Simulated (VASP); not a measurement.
# Ti (Im-3m) in VASP: a series of runs

Ti is run at these levels: PBEsol, PBE; tasks: single point.

All numbers are computed with VASP 6.6.1; they aren't measurements. Logs are shortened: lines on timing, memory, paths and dates and some standing lists are left out, and cuts for length are marked.

**1. The cell of the first run**

It takes space group Im-3m (No. 229, cubic). The conventional cell has a = 3.260 Å, b = 3.260 Å, c = 3.260 Å, α = 90.00°, β = 90.00°, γ = 90.00°. Ti (site symmetry m-3m) has 14 Ti at 2.82 to 3.26 Å within 3.7 Å.

This isn't the form of Ti at room conditions, which is hcp.

**2. Single point, PBEsol**

File INCAR:

```
PREC = Accurate
ENCUT = 500
EDIFF = 1E-6
ISMEAR = 0
SIGMA = 0.1
LREAL = F
LASPH = T
NELM = 120
ALGO = Normal
ISIF = 2
LWAVE = F
LCHARG = T
GGA = PS
LELF = T
LVHAR = T
NBANDS = 12
GGA_COMPAT = F
```

File KPOINTS:

```
Automatic mesh
0
Gamma
  8 8 8
```

File POSCAR:

```
Ti
1.0
   -1.6300483685      1.6300483685      1.6300483685
    1.6300483685     -1.6300483685      1.6300483685
    1.6300483685      1.6300483685     -1.6300483685
Ti
1
Direct
    0.0000000000      0.0000000000      0.0000000000
```

Potentials or basis: VASP PAW PBE potentials, release 64 (Ti_sv).

Launch:

```
cat potpaw_PBE.64/Ti_sv/POTCAR > POTCAR
mpirun -np 1 vasp_std > vasp.out
```

OUTCAR:

```text
PREC = Accurate
   ENCUT = 500
   EDIFF = 1E-6
   ISMEAR = 0
   LREAL = F
   LASPH = T
   NELM = 120
   ISIF = 2
   GGA = PS

 ion  position               nearest neighbor table
   1  0.000  0.000  0.000-

  LATTYP: Found a body centered cubic cell.
 ALAT       =     3.2600967370

  Lattice vectors:

 A1 = (  -1.6300483685,   1.6300483685,   1.6300483685)
 A2 = (   1.6300483685,  -1.6300483685,   1.6300483685)
 A3 = (   1.6300483685,   1.6300483685,  -1.6300483685)

Analysis of symmetry for initial positions (statically):
=====================================================================
 Subroutine PRICEL returns:
 Original cell was already a primitive cell.

 Routine SETGRP: Setting up the symmetry group for a
 body centered cubic supercell.

 Subroutine GETGRP returns: Found 48 space group operations
 (whereof 48 operations were pure point group operations)
 out of a pool of 48 trial point group operations.

The static configuration has the point symmetry O_h .

Analysis of symmetry for dynamics (positions and initial velocities):
=====================================================================
 Subroutine PRICEL returns:
 Original cell was already a primitive cell.

 Routine SETGRP: Setting up the symmetry group for a
 body centered cubic supercell.

 Subroutine GETGRP returns: Found 48 space group operations
 (whereof 48 operations were pure point group operations)
 out of a pool of 48 trial point group operations.

The dynamic configuration has the point symmetry O_h .

 Subroutine INISYM returns: Found 48 space group operations
 (whereof 48 operations are pure point group operations),
 and found     1 'primitive' translations

----------------------------------------------------------------------------------------

                                     Primitive cell

  volume of cell :      17.3245

  direct lattice vectors                    reciprocal lattice vectors
    -1.630048369  1.630048369  1.630048369     0.000000000  0.306739364  0.306739364
     1.630048369 -1.630048369  1.630048369     0.306739364  0.000000000  0.306739364
     1.630048369  1.630048369 -1.630048369     0.306739364  0.306739364  0.000000000

  length of vectors
     2.823326593  2.823326593  2.823326593     0.433794969  0.433794969  0.433794969

  position of ions in fractional coordinates (direct lattice)
     0.000000000  0.000000000  0.000000000

  ion indices of the primitive-cell ions
   primitive index   ion index
                 1           1

----------------------------------------------------------------------------------------

 KPOINTS: Automatic mesh

Automatic generation of k-mesh.
 Grid dimensions read from file:
 generate k-points for:    8    8    8

 Generating k-lattice:

  Cartesian coordinates                     Fractional coordinates (reciprocal lattice)
     0.000000000  0.038342421  0.038342421     0.125000000  0.000000000  0.000000000
     0.038342421  0.000000000  0.038342421     0.000000000  0.125000000  0.000000000
     0.038342421  0.038342421  0.000000000     0.000000000  0.000000000  0.125000000

  Length of vectors
     0.054224371  0.054224371  0.054224371

  Shift w.r.t. Gamma in fractional coordinates (k-lattice)
     0.000000000  0.000000000  0.000000000

 Subroutine IBZKPT returns following result:
 ===========================================

 Found     29 irreducible k-points:

 Following reciprocal coordinates:
            Coordinates               Weight
  0.000000  0.000000  0.000000      1.000000
  0.125000  0.000000  0.000000     12.000000
  0.250000  0.000000  0.000000     12.000000
  0.375000  0.000000  0.000000     12.000000
  0.500000  0.000000  0.000000      6.000000
  0.125000  0.125000  0.000000     24.000000
[... 16 lines left out ...]
 -0.250000  0.250000  0.250000      6.000000
 -0.375000  0.375000  0.250000     24.000000
 [... further k-points ...]
   k-points           NKPTS =     29   k-points in BZ     NKDIM =     29   number of bands    NBANDS=     12
   number of dos      NEDOS =    301   number of ions     NIONS =      1
   total plane-waves  NPLWV =  13824
   dimension x,y,z NGX =    24 NGY =   24 NGZ =   24
   dimension x,y,z NGXF=    48 NGYF=   48 NGZF=   48
   ions per type =               1
   NGX,Y,Z   is equivalent  to a cutoff of  14.13, 14.13, 14.13 a.u.
   NGXF,Y,Z  is equivalent  to a cutoff of  28.26, 28.26, 28.26 a.u.
 SYSTEM =  unknown system
   PREC   = accura    normal or accurate (medium, high low for compatibility)
   ISTART =      0    job   : 0-new  1-cont  2-samecut
   ICHARG =      2    charge: 1-file 2-atom 10-const
   ISPIN  =      1    spin polarized calculation?
   LNONCOLLINEAR =      F non collinear calculations
   LSORBIT =      F    spin-orbit coupling
   LASPH  =      T    aspherical Exc in radial PAW
   ENCUT  =  500.0 eV  36.75 Ry    6.06 a.u.   5.15  5.15  5.15*2*pi/ulx,y,z
   NELM   =    120;   NELMIN=  2; NELMDL= -5     # of ELM steps
   EDIFF  = 0.1E-05   stopping-criterion for ELM
   LREAL  =      F    real-space projection
   EDIFFG = 0.1E-04   stopping-criterion for IOM
   NSW    =      0    number of steps for IOM
   IBRION =     -1    ionic relax: 0-MD 1-quasi-New 2-CG
   NFREE  =      0    steps in history (QN), initial steepest desc. (CG)
   ISIF   =      2    stress and relaxation
   ISYM   =      2    0-nonsym 1-usesym 2-fastsym
   POTIM  = 0.5000    time-step for ionic-motion
   TEBEG  =    0.0;   TEEND  =   0.0 temperature during run
   PSTRESS=    0.0 pullay stress
   NELECT =      12.0000    total number of electrons
   NUPDOWN=      -1.0000    fix difference up-down
   EMIN   =  10.00;   EMAX   =-10.00  energy-range for DOS
   EFERMI =   0.00;   METHOD = LEGACY
   ISMEAR =     0;   SIGMA  =   0.10  broadening in eV -4-tet -1-fermi 0-gaus
   EFERMI_NEDOS =   21; number of points for ismear=-14 and -15
   IALGO  =     38    algorithm
   IMIX   =      4    mixing-type and parameters
     AMIX     =   0.40;   BMIX     =  1.00
     AMIX_MAG =   1.60;   BMIX_MAG =  1.00
  volume/ion in A,a.u.               =      17.32       116.91
  Fermi-wavevector in a.u.,A,eV,Ry     =   1.448488  2.737245 28.546603  2.098116
  Thomas-Fermi vector in A             =   2.566323
   LORBIT       =      0    0 simple, 1 ext, 2 COOP (PROOUT), +10 PAW based schemes
   GGA     = PS    functional components
   LHFCALC =     F    Hartree Fock is set to
   AEXX    =    0.0000 exact exchange contribution
   IVDW    =     0    specifies the selected vdW correction
   LEPSILON=     F    determine dielectric tensor
   LRPA    =     F    only Hartree local field effects (RPA)
 non-spin polarized calculation
 Gauss-broadening in eV      SIGMA  =   0.10
  energy-cutoff  :      500.00
  volume of cell :       17.32
 maximum number of plane-waves:       466
 NGX is ok and might be reduce to    24
   NGX = 11   NGY = 11   NGZ = 11

 number of electron      11.9999997 magnetization

 Free energy of the ion-electron system (eV)
  ---------------------------------------------------
  ext. energy  EPLUGINS =         0.00000000
  ---------------------------------------------------
  free energy    TOTEN  =        -8.23011950 eV

  energy without entropy =       -8.21867459  energy(sigma->0) =       -8.22439704

 E-fermi :   7.9798     XC(G=0): -11.6432

 val. band max:        7.9723527310   @ k =  -0.3750   0.3750   0.1250
 cond. band min:       8.0081370778   @ k =   0.5000   0.5000   0.1250
 fundamental gap:      0.0357843468
 Fermi energy:         7.9797553445

 k-point     1 :       0.0000    0.0000    0.0000
  band No.  band energies     occupation
      1     -48.3047      2.00000
      2     -24.2522      2.00000
      3     -24.2522      2.00000
      4     -24.2522      2.00000
      5       2.0240      2.00000
      6       8.9719      0.00000
      7       8.9719      0.00000
      8       8.9719      0.00000
      9      10.7499      0.00000
     10      10.7499      0.00000
     11      25.4205      0.00000
     12      25.4205      0.00000

 k-point     2 :       0.1250    0.0000    0.0000
  band No.  band energies     occupation
      1     -48.2850      2.00000
      2     -24.3568      2.00000
      3     -24.2844      2.00000
      4     -24.2529      2.00000
      5       2.5496      2.00000
      6       8.7393      0.00000
      7       8.8767      0.00000
      8       9.3572      0.00000
      9      10.5247      0.00000
     10      10.7674      0.00000
     11      24.5583      0.00000
     12      25.2355      0.00000

 k-point     3 :       0.2500    0.0000    0.0000
  band No.  band energies     occupation
      1     -48.2373      2.00000
      2     -24.6036      2.00000
      3     -24.3615      2.00000
      4     -24.2545      2.00000
      5       3.9100      2.00000
      6       8.2233      0.00057
      7       8.4406      0.00000
      8      10.3937      0.00000
      9      10.4578      0.00000
     10      10.8518      0.00000
     11      21.8099      0.00000
     12      23.7782      0.00000
[... 286 lines left out ...]
 k-point    23 :      -0.2500    0.2500    0.2500
  band No.  band energies     occupation
      1     -48.1799      2.00000
      2     -24.6171      2.00000
      3     -24.4811      2.00000
      4     -24.4811      2.00000
      5       5.3493      2.00000
      6       8.0275      0.49979
      7       9.2793      0.00000
      8       9.2793      0.00000
      9      10.3524      0.00000
     10      11.5896      0.00000
     11      22.9816      0.00000
     12      22.9816      0.00000

 k-point    24 :      -0.3750    0.3750    0.2500
  band No.  band energies     occupation
      1     -48.1390      2.00000
      2     -24.7602      2.00000
      3     -24.5641      2.00000
      4     -24.5016      2.00000
      5       6.2285      2.00000
      6       7.1668      2.00000
      7       9.2940      0.00000
      8       9.7908      0.00000
      9      11.4104      0.00000
     10      12.4691      0.00000
     11      19.1900      0.00000
     12      21.0136      0.00000

 [... further k-points ...]

------------------------ aborting loop because EDIFF is reached ----------------------------------------

  FORCE on cell =-STRESS in cart. coord.  units (eV):
  Direction    XX          YY          ZZ          XY          YZ          ZX
  --------------------------------------------------------------------------------------
  -------------------------------------------------------------------------------------
  Total       -0.5666217     -0.5666217     -0.5666217      0.0000000      0.0000000      0.0000000
  in kB      -52.4013283    -52.4013283    -52.4013283      0.0000000      0.0000000      0.0000000
  external PRESSURE =     -52.4013283 kB  Pullay stress =       0.0000000 kB

 VOLUME and BASIS-vectors are now :
 -----------------------------------------------------------------------------
  energy-cutoff  :      500.00
  volume of cell :       17.32
      direct lattice vectors                 reciprocal lattice vectors
    -1.630048369  1.630048369  1.630048369     0.000000000  0.306739364  0.306739364
     1.630048369 -1.630048369  1.630048369     0.306739364  0.000000000  0.306739364
     1.630048369  1.630048369 -1.630048369     0.306739364  0.306739364  0.000000000

 POSITION                                       TOTAL-FORCE (eV/Angst)
 -----------------------------------------------------------------------------------
      0.00000      0.00000      0.00000        -0.000000      0.000000      0.000000
 -----------------------------------------------------------------------------------
    total drift:                                0.000000      0.000000      0.000000

  FREE ENERGIE OF THE ION-ELECTRON SYSTEM (eV)
  ---------------------------------------------------
  free  energy   TOTEN  =        -8.2301194956 eV

  energy  without entropy=       -8.2186745900  energy(sigma->0) =       -8.22439704
```

Run time: 10 s. Hardware: 1 thread of Intel Xeon 8259CL, shared host; peak memory 0.14 GiB.

What came out:

```
Free energy            : -8.2301 eV
Pressure               : -5.2 GPa
Band gap on the k mesh : zero (bands 6 and 7 overlap by 1.60 eV)
```

Levels at points of the mesh, in eV from the Fermi level:
| k point | band 3 | band 4 | band 5 | band 6 | band 7 | band 8 | band 9 | band 10 |
| --- | --- | --- | --- | --- | --- | --- | --- | --- |
| (0.00, 0.00, 0.00) | -32.23 | -32.23 | -5.96 | 0.99 | 0.99 | 0.99 | 2.77 | 2.77 |
| (0.50, 0.00, 0.00) | -32.45 | -32.24 | -2.46 | -0.40 | 1.16 | 2.76 | 3.11 | 4.31 |
| (0.50, 0.50, 0.50) | -32.70 | -32.70 | -2.11 | -2.11 | 3.96 | 3.96 | 3.96 | 8.38 |

Caveat: the cell stands under tension; the PAW data sets were made with another functional, which shifts forces and pressure a little.

**3. Single point, PBE**

This run uses another cell than the first one, of 16.54 Å³/atom.

File INCAR:

```
PREC = Accurate ; ENCUT = 500
EDIFF = 1E-6 ; ISMEAR = 0
SIGMA = 0.1 ; LREAL = False
LASPH = True ; NELM = 120
ALGO = Normal ; ISIF = 2
LWAVE = False ; LCHARG = False
GGA = PE ; NBANDS = 12
GGA_COMPAT = False
```

File KPOINTS:

```
regular mesh
0
Gamma
  18 18 18
```

File POSCAR:

```
Ti
1.0
   -1.6050467516      1.6050467516      1.6050467516
    1.6050467516     -1.6050467516      1.6050467516
    1.6050467516      1.6050467516     -1.6050467516
Ti
1
Direct
    0.0000000000      0.0000000000      0.0000000000
```

Potentials or basis: VASP PAW PBE potentials, release 64 (Ti_sv).

Launch:

```
cat potpaw_PBE.64/Ti_sv/POTCAR > POTCAR
mpirun -np 1 vasp_std > vasp.out
```

Run time: 35 s. Hardware: 1 thread of Intel Xeon 8259CL, shared host; peak memory 0.15 GiB.

It converged, with:

| Quantity | Value |
| --- | --- |
| Free energy | -7.7210 eV |
| Pressure | 4.5 GPa |
| Band gap on the k mesh | zero (bands 6 and 7 overlap by 1.62 eV) |

Levels at points of the mesh, in eV from the Fermi level:
```csv
k point,band 3,band 4,band 5,band 6,band 7,band 8,band 9,band 10
"(0.00, 0.00, 0.00)",-32.23,-32.23,-6.06,1.03,1.03,1.03,2.90,2.90
"(0.50, 0.00, 0.00)",-32.48,-32.24,-2.57,-0.45,1.29,2.90,3.27,4.54
"(0.50, 0.50, 0.50)",-32.77,-32.77,-2.27,-2.27,4.16,4.16,4.16,8.79
```

Caveat: the cell stands under pressure.
